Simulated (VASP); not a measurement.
# Sr (P6_3/mmc) in VASP: further runs

The runs below take Sr through single point, with PBEsol.

Program: VASP 6.6.1. These are calculated values, not measurements. Logs are shortened: lines on timing, memory, paths and dates and some standing lists are left out, and cuts for length are marked.

## 1. The cell of the first run

Symmetry: P6_3/mmc, No. 194, hexagonal system. Conventional cell: a = 4.348 Å, b = 4.348 Å, c = 7.112 Å, α = 90.00°, β = 90.00°, γ = 120.00°. Sr (site symmetry -6m2) has 12 Sr at 4.35 Å within 5.7 Å.

This isn't the form of Sr at room conditions, which is fcc.

## 2. Single point, PBEsol

The input, INCAR:

```
PREC = Accurate
ENCUT = 520
EDIFF = 1E-6
ISMEAR = 1
SIGMA = 0.1
LREAL = False
LASPH = True
NELM = 100
ALGO = Normal
ISIF = 2
LWAVE = False
LCHARG = False
GGA = PS
NBANDS = 17
```

The input, KPOINTS:

```
Automatic mesh
0
Gamma
  8 8 4
```

The input, POSCAR:

```
Sr
1.0
    4.3479755250      0.0000000000      0.0000000000
   -2.1739877625      3.7654577739      0.0000000000
    0.0000000000      0.0000000000      7.1121177381
Sr
2
Direct
    0.3333333333      0.6666666667      0.2500000000
    0.6666666667      0.3333333333      0.7500000000
```

Potentials or basis: VASP PAW PBE potentials, release 64 (Sr_sv).

Command:

```console
cat potpaw_PBE.64/Sr_sv/POTCAR > POTCAR
mpirun -np 1 vasp_std > vasp.out
```

OUTCAR:

```text
PREC = Accurate
   ENCUT = 520
   EDIFF = 1E-6
   ISMEAR = 1
   LREAL = False
   LASPH = True
   NELM = 100
   ISIF = 2
   GGA = PS

 ion  position               nearest neighbor table
   1  0.333  0.667  0.250-   2 4.35   2 4.35   2 4.35   2 4.35   2 4.35   2 4.35
   2  0.667  0.333  0.750-   1 4.35   1 4.35   1 4.35   1 4.35   1 4.35   1 4.35

  LATTYP: Found a hexagonal cell.
 ALAT       =     4.3479755250
 C/A-ratio  =     1.6357308585

  Lattice vectors:

 A1 = (   4.3479755250,   0.0000000000,   0.0000000000)
 A2 = (  -2.1739877625,   3.7654577739,   0.0000000000)
 A3 = (   0.0000000000,   0.0000000000,   7.1121177381)

Analysis of symmetry for initial positions (statically):
=====================================================================
 Subroutine PRICEL returns:
 Original cell was already a primitive cell.

 Routine SETGRP: Setting up the symmetry group for a
 hexagonal supercell.

 Subroutine GETGRP returns: Found 24 space group operations
 (whereof 12 operations were pure point group operations)
 out of a pool of 24 trial point group operations.

The static configuration has the point symmetry D_3d.
 The point group associated with its full space group is D_6h.

Analysis of symmetry for dynamics (positions and initial velocities):
=====================================================================
 Subroutine PRICEL returns:
 Original cell was already a primitive cell.

 Routine SETGRP: Setting up the symmetry group for a
 hexagonal supercell.

 Subroutine GETGRP returns: Found 24 space group operations
 (whereof 12 operations were pure point group operations)
 out of a pool of 24 trial point group operations.

The dynamic configuration has the point symmetry D_3d.
 The point group associated with its full space group is D_6h.

 Subroutine INISYM returns: Found 24 space group operations
 (whereof 12 operations are pure point group operations),
 and found     1 'primitive' translations

----------------------------------------------------------------------------------------

                                     Primitive cell

  volume of cell :     116.4404

  direct lattice vectors                    reciprocal lattice vectors
     4.347975525  0.000000000  0.000000000     0.229992095  0.132785980  0.000000000
    -2.173987762  3.765457774  0.000000000     0.000000000  0.265571960  0.000000000
     0.000000000  0.000000000  7.112117738     0.000000000  0.000000000  0.140605096

  length of vectors
     4.347975525  4.347975970  7.112117738     0.265571987  0.265571960  0.140605096

  position of ions in fractional coordinates (direct lattice)
     0.333333333  0.666666667  0.250000000
     0.666666667  0.333333333  0.750000000

  ion indices of the primitive-cell ions
   primitive index   ion index
                 1           1
                 2           2

----------------------------------------------------------------------------------------

 KPOINTS: Automatic mesh

Automatic generation of k-mesh.
 Grid dimensions read from file:
 generate k-points for:    8    8    4

 Generating k-lattice:

  Cartesian coordinates                     Fractional coordinates (reciprocal lattice)
     0.028749012  0.016598247  0.000000000     0.125000000  0.000000000  0.000000000
     0.000000000  0.033196495  0.000000000     0.000000000  0.125000000  0.000000000
     0.000000000  0.000000000  0.035151274     0.000000000  0.000000000  0.250000000

  Length of vectors
     0.033196498  0.033196495  0.035151274

  Shift w.r.t. Gamma in fractional coordinates (k-lattice)
     0.000000000  0.000000000  0.000000000

 Subroutine IBZKPT returns following result:
 ===========================================

 Found     30 irreducible k-points:

 Following reciprocal coordinates:
            Coordinates               Weight
  0.000000  0.000000  0.000000      1.000000
  0.125000 -0.000000  0.000000      6.000000
  0.250000 -0.000000  0.000000      6.000000
  0.375000 -0.000000  0.000000      6.000000
  0.500000 -0.000000  0.000000      3.000000
  0.125000  0.125000  0.000000      6.000000
[... 16 lines left out ...]
  0.250000 -0.000000  0.500000      6.000000
  0.375000 -0.000000  0.500000      6.000000
 [... further k-points ...]
   k-points           NKPTS =     30   k-points in BZ     NKDIM =     30   number of bands    NBANDS=     17
   number of dos      NEDOS =    301   number of ions     NIONS =      2
   total plane-waves  NPLWV =  55296
   dimension x,y,z NGX =    32 NGY =   32 NGZ =   54
   dimension x,y,z NGXF=    64 NGYF=   64 NGZF=  108
   ions per type =               2
   NGX,Y,Z   is equivalent  to a cutoff of  12.24, 12.24, 12.62 a.u.
   NGXF,Y,Z  is equivalent  to a cutoff of  24.47, 24.47, 25.25 a.u.
 SYSTEM =  unknown system
   PREC   = accura    normal or accurate (medium, high low for compatibility)
   ISTART =      0    job   : 0-new  1-cont  2-samecut
   ICHARG =      2    charge: 1-file 2-atom 10-const
   ISPIN  =      1    spin polarized calculation?
   LNONCOLLINEAR =      F non collinear calculations
   LSORBIT =      F    spin-orbit coupling
   LASPH  =      T    aspherical Exc in radial PAW
   ENCUT  =  520.0 eV  38.22 Ry    6.18 a.u.   8.08  8.08 13.22*2*pi/ulx,y,z
   NELM   =    100;   NELMIN=  2; NELMDL= -5     # of ELM steps
   EDIFF  = 0.1E-05   stopping-criterion for ELM
   LREAL  =      F    real-space projection
   EDIFFG = 0.1E-04   stopping-criterion for IOM
   NSW    =      0    number of steps for IOM
   IBRION =     -1    ionic relax: 0-MD 1-quasi-New 2-CG
   NFREE  =      0    steps in history (QN), initial steepest desc. (CG)
   ISIF   =      2    stress and relaxation
   ISYM   =      2    0-nonsym 1-usesym 2-fastsym
   POTIM  = 0.5000    time-step for ionic-motion
   TEBEG  =    0.0;   TEEND  =   0.0 temperature during run
   PSTRESS=    0.0 pullay stress
   NELECT =      20.0000    total number of electrons
   NUPDOWN=      -1.0000    fix difference up-down
   EMIN   =  10.00;   EMAX   =-10.00  energy-range for DOS
   EFERMI =   0.00;   METHOD = LEGACY
   ISMEAR =     1;   SIGMA  =   0.10  broadening in eV -4-tet -1-fermi 0-gaus
   EFERMI_NEDOS =   21; number of points for ismear=-14 and -15
   IALGO  =     38    algorithm
   IMIX   =      4    mixing-type and parameters
     AMIX     =   0.40;   BMIX     =  1.00
     AMIX_MAG =   1.60;   BMIX_MAG =  1.00
  volume/ion in A,a.u.               =      58.22       392.89
  Fermi-wavevector in a.u.,A,eV,Ry     =   0.910019  1.719686 11.267443  0.828134
  Thomas-Fermi vector in A             =   2.034131
   LORBIT       =      0    0 simple, 1 ext, 2 COOP (PROOUT), +10 PAW based schemes
   GGA     = PS    functional components
   LHFCALC =     F    Hartree Fock is set to
   AEXX    =    0.0000 exact exchange contribution
   IVDW    =     0    specifies the selected vdW correction
   LEPSILON=     F    determine dielectric tensor
   LRPA    =     F    only Hartree local field effects (RPA)
 non-spin polarized calculation
 Methfessel and Paxton  Order N= 1 SIGMA  =   0.10
  energy-cutoff  :      520.00
  volume of cell :      116.44
 maximum number of plane-waves:      3160
   NGX = 17   NGY = 17   NGZ = 27

 number of electron      20.0000000 magnetization

 Free energy of the ion-electron system (eV)
  ---------------------------------------------------
  ext. energy  EPLUGINS =         0.00000000
  ---------------------------------------------------
  free energy    TOTEN  =        -3.62824552 eV

  energy without entropy =       -3.62742574  energy(sigma->0) =       -3.62797226

 E-fermi :   1.3508     XC(G=0):  -7.2586

 val. band max:        1.3154793455   @ k =   0.0000   0.0000   0.0000
 cond. band min:       1.3650609466   @ k =   0.2500   0.1250   0.0000
 fundamental gap:      0.0495816011
 Fermi energy:         1.3507800821

 k-point     1 :       0.0000    0.0000    0.0000
  band No.  band energies     occupation
      1     -35.3483      2.00000
      2     -35.3377      2.00000
      3     -17.4108      2.00000
      4     -17.2827      2.00000
      5     -17.2827      2.00000
      6     -17.2604      2.00000
[... 9 lines left out ...]
     16       3.9200      0.00000
     17       4.4176      0.00000

 k-point     2 :       0.1250   -0.0000    0.0000
  band No.  band energies     occupation
      1     -35.3469      2.00000
      2     -35.3370      2.00000
      3     -17.4029      2.00000
      4     -17.3007      2.00000
      5     -17.2884      2.00000
      6     -17.2791      2.00000
[... 9 lines left out ...]
     16       4.0525      0.00000
     17       4.1371      0.00000

 k-point     3 :       0.2500   -0.0000    0.0000
  band No.  band energies     occupation
      1     -35.3433      2.00000
      2     -35.3355      2.00000
      3     -17.3819      2.00000
      4     -17.3445      2.00000
      5     -17.3229      2.00000
      6     -17.3016      2.00000
[... 9 lines left out ...]
     16       4.2854      0.00000
     17       4.2958      0.00000

 k-point     4 :       0.3750   -0.0000    0.0000
  band No.  band energies     occupation
      1     -35.3395      2.00000
      2     -35.3343      2.00000
      3     -17.3885      2.00000
      4     -17.3652      2.00000
      5     -17.3555      2.00000
      6     -17.3143      2.00000
[... 9 lines left out ...]
     16       4.8830      0.00000
     17       5.1488      0.00000
[... 343 lines left out ...]
      1     -35.3419      2.00000
      2     -35.3419      2.00000
      3     -17.3357      2.00000
      4     -17.3357      2.00000
      5     -17.2833      2.00000
      6     -17.2833      2.00000
[... 9 lines left out ...]
     16       3.6810      0.00000
     17       5.2701      0.00000

 k-point    23 :       0.2500   -0.0000    0.5000
  band No.  band energies     occupation
      1     -35.3394      2.00000
      2     -35.3394      2.00000
      3     -17.3601      2.00000
      4     -17.3601      2.00000
      5     -17.2964      2.00000
      6     -17.2964      2.00000
[... 9 lines left out ...]
     16       4.0003      0.00000
     17       5.2185      0.00000

 k-point    24 :       0.3750   -0.0000    0.5000
  band No.  band energies     occupation
      1     -35.3369      2.00000
      2     -35.3369      2.00000
      3     -17.3969      2.00000
      4     -17.3969      2.00000
      5     -17.2970      2.00000
      6     -17.2970      2.00000
[... 9 lines left out ...]
     16       4.1711      0.00000
     17       5.2990      0.00000

 [... further k-points ...]

------------------------ aborting loop because EDIFF is reached ----------------------------------------

  FORCE on cell =-STRESS in cart. coord.  units (eV):
  Direction    XX          YY          ZZ          XY          YZ          ZX
  --------------------------------------------------------------------------------------
  -------------------------------------------------------------------------------------
  Total       -0.8439072     -0.8439074     -0.5920365      0.0000000     -0.0000000      0.0000000
  in kB      -11.6118508    -11.6118540     -8.1462042      0.0000000     -0.0000000      0.0000000
  external PRESSURE =     -10.4566363 kB  Pullay stress =       0.0000000 kB

 VOLUME and BASIS-vectors are now :
 -----------------------------------------------------------------------------
  energy-cutoff  :      520.00
  volume of cell :      116.44
      direct lattice vectors                 reciprocal lattice vectors
     4.347975525  0.000000000  0.000000000     0.229992095  0.132785980  0.000000000
    -2.173987762  3.765457774  0.000000000     0.000000000  0.265571960  0.000000000
     0.000000000  0.000000000  7.112117738     0.000000000  0.000000000  0.140605096

 POSITION                                       TOTAL-FORCE (eV/Angst)
 -----------------------------------------------------------------------------------
     -0.00000      2.51031      1.77803         0.000000     -0.000000     -0.000000
      2.17399      1.25515      5.33409        -0.000000      0.000000      0.000000
 -----------------------------------------------------------------------------------
    total drift:                               -0.000000      0.000000     -0.000000

  FREE ENERGIE OF THE ION-ELECTRON SYSTEM (eV)
  ---------------------------------------------------
  free  energy   TOTEN  =        -3.6282455192 eV

  energy  without entropy=       -3.6274257395  energy(sigma->0) =       -3.62797226
```

Run time: 50 s. Hardware: 1 thread of Intel Xeon 8259CL, shared host; peak memory 0.24 GiB.

Results:

```
Free energy            : -3.6282 eV
Pressure               : -1.0 GPa
Band gap on the k mesh : zero (bands 10 and 11 overlap by 0.21 eV)
```

Caveat: the PAW data sets were made with another functional, which shifts forces and pressure a little.

## 3. Single point, PBEsol

This run uses another cell than the first one, of 59.73 Å³/atom.

The input, INCAR:

```
SYSTEM = Sr
ALGO     = Normal         ! electronic algorithm
EDIFF    = 1E-6           ! SCF threshold, eV
ENCUT    = 520            ! plane-wave cutoff, eV
GGA      = PS             ! functional
ISIF     = 2              ! what is computed and relaxed
ISMEAR   = 1              ! smearing method
LASPH    = .True.         ! aspherical terms in the spheres
LCHARG   = .False.        ! write CHGCAR
LREAL    = .False.        ! projectors in reciprocal space
LWAVE    = .False.        ! write WAVECAR
NBANDS   = 17             ! bands
NELM     = 100            ! most SCF steps
PREC     = Accurate       ! precision mode
SIGMA    = 0.1            ! smearing width, eV
```

The input, KPOINTS:

```
k-points
0
Gamma
  8 8 4
  0 0 0
```

The input, POSCAR:

```
Sr
1.0
    4.3852990289      0.0000000000      0.0000000000
   -2.1926495145      3.7977808808      0.0000000000
    0.0000000000      0.0000000000      7.1731689452
Sr
2
Direct
    0.3333333333      0.6666666667      0.2500000000
    0.6666666667      0.3333333333      0.7500000000
```

Potentials or basis: VASP PAW PBE potentials, release 64 (Sr_sv).

Command:

```console
cat potpaw_PBE.64/Sr_sv/POTCAR > POTCAR
mpirun -np 1 vasp_std > vasp.out
```

It took 73 s on 1 thread of Intel Xeon 8259CL, shared host; peak memory 0.26 GiB.

Results (log left out):

| Quantity | Value |
| --- | --- |
| Free energy | -3.6065 eV |
| Pressure | -1.3 GPa |
| Band gap on the k mesh | zero (bands 10 and 11 overlap by 0.24 eV) |

Stress tensor (GPa, compression positive):
```
-1.38  0.00  0.00
 0.00 -1.38  0.00
 0.00  0.00 -1.03
```

Levels at points of the mesh, in eV from the Fermi level:
```tsv
k point	band 8	band 9	band 10	band 11	band 12	band 13
(0.00, 0.00, 0.00)	-18.66	-3.57	-1.15	-0.06	2.16	2.16
(0.50, 0.00, 0.00)	-18.69	-1.16	-0.60	0.10	0.23	1.19
(0.00, 0.00, 0.50)	-18.68	-2.70	-2.70	1.19	1.19	2.16
(0.50, 0.00, 0.50)	-18.70	-0.81	-0.81	0.13	0.13	1.25
```

Caveat: the PAW data sets were made with another functional, which shifts forces and pressure a little.

## 4. Single point, PBEsol

This run uses another cell than the first one, of 61.24 Å³/atom.

The input, INCAR:

```
SYSTEM = Sr
ALGO = Normal ; EDIFF = 1E-7
ENCUT = 520 ; GGA = PS
ISIF = 2 ; ISMEAR = 1
LASPH = .True. ; LCHARG = .True.
LELF = .True. ; LREAL = .False.
LVHAR = .True. ; LWAVE = .False.
NBANDS = 17 ; NELM = 60
PREC = Accurate ; SIGMA = 0.1
```

KPOINTS is that of step 3.

The input, POSCAR:

```
Sr
1.0
    4.4219977981      0.0000000000      0.0000000000
   -2.2109988991      3.8295629516      0.0000000000
    0.0000000000      0.0000000000      7.2331982544
Sr
2
Direct
    0.3333333333      0.6666666667      0.2500000000
    0.6666666667      0.3333333333      0.7500000000
```

Command:

```console
cat potpaw_PBE.64/Sr_sv/POTCAR > POTCAR
mpirun -np 1 vasp_std > vasp.out
```

Wall time 88 s (1 thread of Intel Xeon 8259CL, shared host); peak memory 0.26 GiB.

The run converged. Its results:

| Property | Result |
| --- | --- |
| Free energy | -3.5810 eV |
| Pressure | -1.5 GPa |
| Band gap on the k mesh | zero (bands 10 and 11 overlap by 0.27 eV) |

Stress tensor (GPa, compression positive):
```
-1.57  0.00  0.00
 0.00 -1.57  0.00
 0.00  0.00 -1.23
```

Levels at points of the mesh, in eV from the Fermi level:
| k point | band 7 | band 8 | band 9 | band 10 | band 11 | band 12 | band 13 | band 14 |
| --- | --- | --- | --- | --- | --- | --- | --- | --- |
| (0.00, 0.00, 0.00) | -18.72 | -18.71 | -3.53 | -1.14 | -0.08 | 2.14 | 2.14 | 2.14 |
| (0.50, 0.00, 0.00) | -18.74 | -18.74 | -1.15 | -0.60 | 0.12 | 0.24 | 1.17 | 1.68 |
| (0.00, 0.00, 0.50) | -18.73 | -18.73 | -2.67 | -2.67 | 1.18 | 1.18 | 2.13 | 2.13 |
| (0.50, 0.00, 0.50) | -18.75 | -18.75 | -0.79 | -0.79 | 0.11 | 0.11 | 1.24 | 1.24 |

Caveat: the PAW data sets were made with another functional, which shifts forces and pressure a little.

## 5. Summary

```csv
cell,gap on the mesh (eV),pressure (GPa)
"a = 4.348, b = 4.348, c = 7.112 Å, angles 90.0, 90.0, 120.0°, 2 atoms",none,-1.0
"a = 4.385, b = 4.385, c = 7.173 Å, angles 90.0, 90.0, 120.0°, 2 atoms",none,-1.3
"a = 4.422, b = 4.422, c = 7.233 Å, angles 90.0, 90.0, 120.0°, 2 atoms",none,-1.5
```

Alike in all rows: task single point; level PBEsol; potentials or basis VASP PAW PBE potentials, release 64 (Sr_sv); no spin polarisation; k mesh 8 × 8 × 4; cutoff (eV) 520; smearing methfessel-paxton 0.1 eV.

Caveats: the PAW data sets were made with another functional, which shifts forces and pressure a little.

Total energies depend on the potentials used, so only differences within one code and one set of settings carry meaning.
